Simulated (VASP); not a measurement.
# Lu (P6_3/mmc) in VASP: a series of runs, part 2 of 2

VASP 6.6.1. Earlier steps stand in the parts before.

**6. Single point, PBEsol (equal xx and yy strain of -1 %)**

INCAR

```
PREC = Accurate
ENCUT = 520
EDIFF = 1E-6
ISMEAR = -1
SIGMA = 0.03
LREAL = F
LASPH = T
NELM = 80
ALGO = Normal
ISIF = 2
LWAVE = F
LCHARG = F
GGA = PS
NBANDS = 32
```

KPOINTS

```
Automatic mesh
0
Gamma
  13 13 8
```

POSCAR

```
Lu
1.0
    3.4747999005      0.0000000000      0.0000000000
   -1.7373999502      3.0092649870      0.0000000000
    0.0000000000      0.0000000000      5.5666000000
Lu
2
Direct
    0.3333333333      0.6666666667      0.2500000000
    0.6666666667      0.3333333333      0.7500000000
```

Potentials or basis: VASP PAW PBE potentials, release 64 (Lu).

Command:

```
$ cat potpaw_PBE.64/Lu/POTCAR > POTCAR
$ mpirun -np 1 vasp_std > vasp.out
```

OUTCAR:

```text
PREC = Accurate
   ENCUT = 520
   EDIFF = 1E-6
   ISMEAR = -1
   LREAL = F
   LASPH = T
   NELM = 80
   ISIF = 2
   GGA = PS

 ion  position               nearest neighbor table
   1  0.333  0.667  0.250-   2 3.43   2 3.43   2 3.43   2 3.43   2 3.43   2 3.43
   2  0.667  0.333  0.750-   1 3.43   1 3.43   1 3.43   1 3.43   1 3.43   1 3.43

  LATTYP: Found a hexagonal cell.
 ALAT       =     3.4747999005
 C/A-ratio  =     1.6019915274

  Lattice vectors:

 A1 = (   3.4747999005,   0.0000000000,   0.0000000000)
 A2 = (  -1.7373999502,   3.0092649870,   0.0000000000)
 A3 = (   0.0000000000,   0.0000000000,   5.5666000000)

Analysis of symmetry for initial positions (statically):
=====================================================================
 Subroutine PRICEL returns:
 Original cell was already a primitive cell.

 Routine SETGRP: Setting up the symmetry group for a
 hexagonal supercell.

 Subroutine GETGRP returns: Found 24 space group operations
 (whereof 12 operations were pure point group operations)
 out of a pool of 24 trial point group operations.

[... 160 lines left out ...]
  free energy    TOTEN  =        -9.87566108 eV

  energy without entropy =       -9.86524473  energy(sigma->0) =       -9.87045290

 E-fermi :   2.0839     XC(G=0): -10.7772

 val. band max:        2.0671592007   @ k =   0.2308   0.1538   0.0000
 cond. band min:       2.0866888901   @ k =   0.3077   0.0000   0.3750
 fundamental gap:      0.0195296894
 Fermi energy:         2.0838632296

 k-point     1 :       0.0000    0.0000    0.0000
  band No.  band energies     occupation
      1     -54.0961      2.00000
      2     -54.0639      2.00000
      3     -25.0167      2.00000
      4     -24.5933      2.00000
      5     -24.5933      2.00000
      6     -24.5185      2.00000
[... 829 lines left out ...]
     31       5.5743      0.00000
     32       5.6264      0.00000

 [... further k-points ...]

------------------------ aborting loop because EDIFF is reached ----------------------------------------

  FORCE on cell =-STRESS in cart. coord.  units (eV):
  Direction    XX          YY          ZZ          XY          YZ          ZX
  --------------------------------------------------------------------------------------
  -------------------------------------------------------------------------------------
  Total       -0.6465235     -0.6465235     -1.3448782     -0.0000000      0.0000000      0.0000000
  in kB      -17.7956828    -17.7956828    -37.0180293     -0.0000000      0.0000000      0.0000000
  external PRESSURE =     -24.2031316 kB  Pullay stress =       0.0000000 kB

 VOLUME and BASIS-vectors are now :
 -----------------------------------------------------------------------------
  energy-cutoff  :      520.00
  volume of cell :       58.21
      direct lattice vectors                 reciprocal lattice vectors
     3.474799900  0.000000000  0.000000000     0.287786356  0.166153530  0.000000000
    -1.737399950  3.009264987  0.000000000     0.000000000  0.332307060  0.000000000
     0.000000000  0.000000000  5.566600000     0.000000000  0.000000000  0.179642870

 POSITION                                       TOTAL-FORCE (eV/Angst)
 -----------------------------------------------------------------------------------
     -0.00000      2.00618      1.39165         0.000000     -0.000000      0.000000
      1.73740      1.00309      4.17495        -0.000000      0.000000      0.000000
 -----------------------------------------------------------------------------------
    total drift:                               -0.000000      0.000000     -0.000000

  FREE ENERGIE OF THE ION-ELECTRON SYSTEM (eV)
  ---------------------------------------------------
  free  energy   TOTEN  =        -9.8756610807 eV

  energy  without entropy=       -9.8652447272  energy(sigma->0) =       -9.87045290
```

stdout:

```text
POSCAR found type information on POSCAR Lu
 POSCAR found :  1 types and       2 ions
 scaLAPACK will be used
 -----------------------------------------------------------------------------
|                                                                             |
|                                                                             |
|     You enforced a specific xc type in the INCAR file but a different       |
|     I HOPE YOU KNOW WHAT YOU ARE DOING!                                     |
|                                                                             |
 -----------------------------------------------------------------------------

 LDA part: xc-table for (Slater+PW92), standard interpolation
 POSCAR, INCAR and KPOINTS ok, starting setup
 FFT: planning ... GRIDC
 FFT: planning ... GRID_SOFT
 FFT: planning ... GRID
 WAVECAR not read
 entering main loop
```

It took 1.7 min on 1 thread of Intel Xeon Platinum 8488C (Sapphire Rapids), shared host; peak memory 0.29 GiB.

What came out:

```yaml
Free_energy: -9.8757 eV
Pressure: -2.4 GPa
Band_gap_on_the_k_mesh: zero (bands 25 and 26 overlap by 1.67 eV)
```

Stress tensor (GPa, compression positive):
```
-1.78  0.00  0.00
 0.00 -1.78  0.00
 0.00  0.00 -3.70
```

Caveat: the cell differs from its parent crystal (equal xx and yy strain of -1 %); the PAW data sets were made with another functional, which shifts forces and pressure a little; spin-orbit coupling is left out, which moves the levels of the heavy elements.

**7. The runs side by side**

```tsv
cell	gap on the mesh (eV)	pressure (GPa)
a = 3.556, b = 3.556, c = 5.640 Å, angles 90.0, 90.0, 120.0°, 2 atoms	none	-4.7
a = 3.462, b = 3.462, c = 5.491 Å, angles 90.0, 90.0, 120.0°, 2 atoms	none	-1.6
a = 3.440, b = 3.440, c = 5.567 Å, angles 90.0, 90.0, 120.0°, 2 atoms	none	-1.5
a = 3.510, b = 3.510, c = 5.455 Å, angles 90.0, 90.0, 120.0°, 2 atoms	none	-2.5
a = 3.475, b = 3.475, c = 5.567 Å, angles 90.0, 90.0, 120.0°, 2 atoms	none	-2.4
```

Alike in all rows: task single point; level PBEsol; potentials or basis VASP PAW PBE potentials, release 64 (Lu); no spin polarisation; k mesh 13 × 13 × 8; cutoff (eV) 520; smearing fermi-dirac 0.03 eV.

Caveats: the PAW data sets were made with another functional, which shifts forces and pressure a little; spin-orbit coupling is left out, which moves the levels of the heavy elements; the cell stands under tension (at least some runs).

Absolute energies hang on the potentials; compare differences alone.
